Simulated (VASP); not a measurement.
# SbSe4 in VASP: a series of runs, part 2 of 2

VASP 6.6.1. Earlier steps stand in the parts before.

## (3) Single point, PBE

The input, INCAR:

```
SYSTEM = SbSe4
ALGO = Normal
EDIFF = 1E-7
ENCUT = 520
GGA = PE
ISIF = 2
ISMEAR = 0
LASPH = .TRUE.
LCHARG = .FALSE.
LREAL = .FALSE.
LWAVE = .FALSE.
NBANDS = 22
NELM = 60
PREC = Accurate
SIGMA = 0.1
```

The input, KPOINTS:

```
k-points
0
G
  8 8 8
  0 0 0
```

The input, POSCAR:

```
SbSe4
1.0
    5.0604395621      0.0000000000      0.0000000000
    0.0000000000      5.0604395621      0.0000000000
    0.0000000000      0.0000000000      5.0604395621
Sb Se
1 4
Direct
    0.0000000000      0.0000000000      0.0000000000
    0.0000000000      0.5000000000      0.5000000000
    0.5000000000      0.0000000000      0.5000000000
    0.5000000000      0.5000000000      0.5000000000
    0.5000000000      0.5000000000      0.0000000000
```

Potentials or basis: VASP PAW PBE potentials, release 64 (Sb, Se).

Launch:

```console
cat potpaw_PBE.64/Sb/POTCAR potpaw_PBE.64/Se/POTCAR > POTCAR
mpirun -np 1 vasp_std > vasp.out
```

OUTCAR:

```text
SYSTEM = SbSe4
   EDIFF = 1E-7
   ENCUT = 520
   GGA = PE
   ISIF = 2
   ISMEAR = 0
   LASPH = .TRUE.
   LREAL = .FALSE.
   NELM = 60
   PREC = Accurate

 ion  position               nearest neighbor table
   1  0.000  0.000  0.000-
   2  0.000  0.500  0.500-   4 2.53   4 2.53
   3  0.500  0.000  0.500-   4 2.53   4 2.53
   4  0.500  0.500  0.500-   2 2.53   3 2.53   5 2.53   5 2.53   3 2.53   2 2.53
   5  0.500  0.500  0.000-   4 2.53   4 2.53

  LATTYP: Found a simple cubic cell.
 ALAT       =     5.0604395621

  Lattice vectors:

 A1 = (   5.0604395621,   0.0000000000,   0.0000000000)
 A2 = (   0.0000000000,   5.0604395621,   0.0000000000)
 A3 = (   0.0000000000,   0.0000000000,   5.0604395621)

Analysis of symmetry for initial positions (statically):
=====================================================================
 Subroutine PRICEL returns:
[... 174 lines left out ...]
  free energy    TOTEN  =       -15.72631335 eV

  energy without entropy =      -15.70911860  energy(sigma->0) =      -15.71771598

 E-fermi :   4.2900     XC(G=0):  -9.5102

 val. band max:        4.2833560491   @ k =   0.5000   0.3750   0.2500
 cond. band min:       4.2976387441   @ k =   0.5000   0.0000   0.0000
 fundamental gap:      0.0142826950
 Fermi energy:         4.2899840879

 k-point     1 :       0.0000    0.0000    0.0000
  band No.  band energies     occupation
      1     -12.1631      2.00000
      2      -7.8545      2.00000
      3      -7.8545      2.00000
      4      -6.1946      2.00000
      5      -3.8982      2.00000
      6      -2.7909      2.00000
[... 589 lines left out ...]
     21      11.5588      0.00000
     22      11.6680      0.00000

 [... further k-points ...]

------------------------ aborting loop because EDIFF is reached ----------------------------------------

  FORCE on cell =-STRESS in cart. coord.  units (eV):
  Direction    XX          YY          ZZ          XY          YZ          ZX
  --------------------------------------------------------------------------------------
  -------------------------------------------------------------------------------------
  Total       -0.0238809     -0.0238809     -0.0238809      0.0000000     -0.0000000      0.0000000
  in kB       -0.2952549     -0.2952549     -0.2952549      0.0000000     -0.0000000      0.0000000
  external PRESSURE =      -0.2952549 kB  Pullay stress =       0.0000000 kB

 VOLUME and BASIS-vectors are now :
 -----------------------------------------------------------------------------
  energy-cutoff  :      520.00
  volume of cell :      129.59
      direct lattice vectors                 reciprocal lattice vectors
     5.060439562  0.000000000  0.000000000     0.197611292  0.000000000  0.000000000
     0.000000000  5.060439562  0.000000000     0.000000000  0.197611292  0.000000000
     0.000000000  0.000000000  5.060439562     0.000000000  0.000000000  0.197611292

 POSITION                                       TOTAL-FORCE (eV/Angst)
 -----------------------------------------------------------------------------------
      0.00000      0.00000      0.00000         0.000000      0.000000      0.000000
      0.00000      2.53022      2.53022         0.000000      0.000000      0.000000
      2.53022      0.00000      2.53022         0.000000      0.000000      0.000000
      2.53022      2.53022      2.53022         0.000000      0.000000      0.000000
      2.53022      2.53022      0.00000         0.000000      0.000000      0.000000
 -----------------------------------------------------------------------------------
    total drift:                                0.000000     -0.000000     -0.000000

  FREE ENERGIE OF THE ION-ELECTRON SYSTEM (eV)
  ---------------------------------------------------
  free  energy   TOTEN  =       -15.7263133538 eV

  energy  without entropy=      -15.7091185964  energy(sigma->0) =      -15.71771598
```

OSZICAR:

```text
N       E                     dE             d eps       ncg     rms          rms(c)
DAV:   1     0.150314909307E+03    0.15031E+03   -0.11009E+04  1540   0.107E+03
DAV:   2    -0.433121687099E+01   -0.15465E+03   -0.14914E+03  2166   0.179E+02
DAV:   3    -0.164358159908E+02   -0.12105E+02   -0.11926E+02  1894   0.561E+01
DAV:   4    -0.165887628609E+02   -0.15295E+00   -0.15251E+00  1846   0.711E+00
DAV:   5    -0.165905812920E+02   -0.18184E-02   -0.18180E-02  1916   0.810E-01    0.844E+00
DAV:   6    -0.157835391196E+02    0.80704E+00   -0.33295E+00  1634   0.553E+00    0.467E+00
DAV:   7    -0.157361519269E+02    0.47387E-01   -0.47369E-01  1738   0.258E+00    0.306E+00
DAV:   8    -0.157259836461E+02    0.10168E-01   -0.62350E-02  1810   0.112E+00    0.609E-01
DAV:   9    -0.157262958258E+02   -0.31218E-03   -0.54669E-03  1856   0.339E-01    0.157E-01
DAV:  10    -0.157263051474E+02   -0.93216E-05   -0.56210E-04  1870   0.110E-01    0.424E-02
DAV:  11    -0.157263136032E+02   -0.84558E-05   -0.72434E-05  1868   0.420E-02    0.949E-03
DAV:  12    -0.157263129496E+02    0.65360E-06   -0.55734E-06  1898   0.120E-02    0.429E-03
DAV:  13    -0.157263134316E+02   -0.48193E-06   -0.14308E-06  1852   0.716E-03    0.173E-03
DAV:  14    -0.157263133538E+02    0.77716E-07   -0.60759E-08  1250   0.155E-03
   1 F= -.15726313E+02 E0= -.15717716E+02  d E =-.171948E-01
```

Wall time 41 s (1 thread of Intel Xeon Platinum 8559C (Emerald Rapids), shared host); peak memory 0.27 GiB.

Results:

```
Free energy : -15.7263 eV
Pressure    : 0.0 GPa
```

Levels at points of the mesh, in eV from the Fermi level:
| k point | band 11 | band 12 | band 13 | band 14 | band 15 | band 16 | band 17 | band 18 | band 19 | band 20 |
| --- | --- | --- | --- | --- | --- | --- | --- | --- | --- | --- |
| (0.00, 0.00, 0.00) | -2.19 | -1.15 | -1.15 | -1.15 | 1.81 | 1.81 | 1.81 | 4.42 | 4.42 | 4.42 |
| (0.50, 0.00, 0.00) | -1.70 | -1.52 | -1.20 | -1.20 | -0.21 | 0.01 | 0.87 | 0.87 | 5.04 | 5.44 |
| (0.50, 0.50, 0.00) | -2.06 | -1.73 | -1.67 | -1.67 | -0.59 | -0.57 | 0.17 | 1.76 | 1.76 | 5.42 |
| (0.50, 0.50, 0.50) | -1.81 | -1.70 | -1.70 | 0.13 | 0.21 | 0.21 | 0.21 | 1.74 | 1.74 | 1.74 |

Caveat: spin-orbit coupling is left out, which moves the levels of the heavy elements.

## (4) Relaxation of cell and atoms, PBE

The input, INCAR:

```
  PREC = Accurate
  ENCUT = 600
  EDIFF = 1E-6
  ISMEAR = 0
  SIGMA = 0.1
  LREAL = False
  LASPH = True
  NELM = 60
  ALGO = Normal
  ISIF = 3
  LWAVE = False
  LCHARG = False
  GGA = PE
  IBRION = 2
  NSW = 100
  EDIFFG = -0.01
```

The input, KPOINTS:

```
Automatic mesh
0
Gamma
  8 8 8
```

POSCAR is that of step 3.

Potentials or basis: VASP PAW PBE potentials, release 64 (Sb, Se).

Launch:

```console
cat potpaw_PBE.64/Sb/POTCAR potpaw_PBE.64/Se/POTCAR > POTCAR
mpirun -np 1 vasp_std > vasp.out
```

OUTCAR:

```text
PREC = Accurate
   ENCUT = 600
   EDIFF = 1E-6
   ISMEAR = 0
   LREAL = False
   LASPH = True
   NELM = 60
   ISIF = 3
   GGA = PE
   IBRION = 2
   NSW = 100
   EDIFFG = -0.01

 ion  position               nearest neighbor table
   1  0.000  0.000  0.000-
   2  0.000  0.500  0.500-   4 2.53   4 2.53
   3  0.500  0.000  0.500-   4 2.53   4 2.53
   4  0.500  0.500  0.500-   2 2.53   3 2.53   5 2.53   5 2.53   3 2.53   2 2.53
   5  0.500  0.500  0.000-   4 2.53   4 2.53

[... 708 lines left out ...]
  -------------------------------------------------------------------------------------
  Total       -0.0283331     -0.0283331     -0.0283331      0.0000000      0.0000000      0.0000000
  in kB       -0.3502995     -0.3502995     -0.3502995      0.0000000      0.0000000      0.0000000
  external PRESSURE =      -0.3502995 kB  Pullay stress =       0.0000000 kB

 VOLUME and BASIS-vectors are now :
 -----------------------------------------------------------------------------
  energy-cutoff  :      600.00
  volume of cell :      129.59
      direct lattice vectors                 reciprocal lattice vectors
     5.060439562  0.000000000  0.000000000     0.197611292  0.000000000  0.000000000
     0.000000000  5.060439562  0.000000000     0.000000000  0.197611292  0.000000000
     0.000000000  0.000000000  5.060439562     0.000000000  0.000000000  0.197611292

 POSITION                                       TOTAL-FORCE (eV/Angst)
 -----------------------------------------------------------------------------------
      0.00000      0.00000      0.00000         0.000000      0.000000      0.000000
      0.00000      2.53022      2.53022         0.000000      0.000000      0.000000
      2.53022      0.00000      2.53022         0.000000      0.000000      0.000000
      2.53022      2.53022      2.53022         0.000000      0.000000      0.000000
      2.53022      2.53022      0.00000         0.000000      0.000000      0.000000
 -----------------------------------------------------------------------------------
    total drift:                                0.000000     -0.000000     -0.000000

  FREE ENERGIE OF THE ION-ELECTRON SYSTEM (eV)
  ---------------------------------------------------
  free  energy   TOTEN  =       -15.7263917802 eV

  energy  without entropy=      -15.7092031080  energy(sigma->0) =      -15.71779744

 reached required accuracy - stopping structural energy minimisation
```

CONTCAR:

```text
SbSe4
   1.00000000000000
     5.0604395621000000    0.0000000000000000    0.0000000000000000
     0.0000000000000000    5.0604395621000000    0.0000000000000000
     0.0000000000000000    0.0000000000000000    5.0604395621000000
  Sb              Se
     1     4
Direct
     0.0000000000000000    0.0000000000000000    0.0000000000000000
     0.0000000000000000    0.5000000000000000    0.5000000000000000
     0.5000000000000000    0.0000000000000000    0.5000000000000000
     0.5000000000000000    0.5000000000000000    0.5000000000000000
     0.5000000000000000    0.5000000000000000    0.0000000000000000

  0.00000000E+00  0.00000000E+00  0.00000000E+00
  0.00000000E+00  0.00000000E+00  0.00000000E+00
  0.00000000E+00  0.00000000E+00  0.00000000E+00
  0.00000000E+00  0.00000000E+00  0.00000000E+00
  0.00000000E+00  0.00000000E+00  0.00000000E+00
```

It took 32 s on 1 thread of Intel Xeon Platinum 8559C (Emerald Rapids), shared host; peak memory 0.29 GiB.

Results:

```
Free energy             : -15.7264 eV
Pressure after relaxing : 0.0 GPa
```

Final structure:
```
Sb Se
1.0
     5.06044    0.00000    0.00000
     0.00000    5.06044    0.00000
     0.00000    0.00000    5.06044
Sb Se
1 4
Direct
  0.00000 0.00000 0.00000
  0.00000 0.50000 0.50000
  0.50000 0.00000 0.50000
  0.50000 0.50000 0.50000
  0.50000 0.50000 0.00000
```

Levels at points of the mesh, in eV from the Fermi level:
```
           k point  band 12  band 13  band 14  band 15  band 16  band 17  band 18
(0.00, 0.00, 0.00)    -1.15    -1.15    -1.15     1.81     1.81     1.81     4.42
(0.50, 0.00, 0.00)    -1.52    -1.20    -1.20    -0.21     0.01     0.87     0.87
(0.50, 0.50, 0.00)    -1.73    -1.67    -1.67    -0.59    -0.57     0.17     1.76
(0.50, 0.50, 0.50)    -1.70    -1.70     0.13     0.21     0.21     0.21     1.74
```

Caveat: the relaxation stopped at its first step, so nothing moved; spin-orbit coupling is left out, which moves the levels of the heavy elements.

## (5) Overview

```csv
task,cell,k mesh,cutoff (eV),gap on the mesh (eV),pressure (GPa)
single point,"a = 5.067, b = 5.067, c = 5.047 Å, 5 atoms",4 × 4 × 4,520,none,0.1
single point,"a = 5.060 Å, 5 atoms",8 × 8 × 8,520,none,0.0
relaxation of cell and atoms,"relaxed from a = 5.060 Å, 5 atoms",8 × 8 × 8,600,none,0.0
```

Alike in all rows: level PBE; potentials or basis VASP PAW PBE potentials, release 64 (Sb, Se); no spin polarisation; smearing gaussian 0.1 eV.

Caveats: spin-orbit coupling is left out, which moves the levels of the heavy elements; the relaxation stopped at its first step, so nothing moved (some runs).

Total energies depend on the potentials used, so only differences within one code and one set of settings carry meaning.
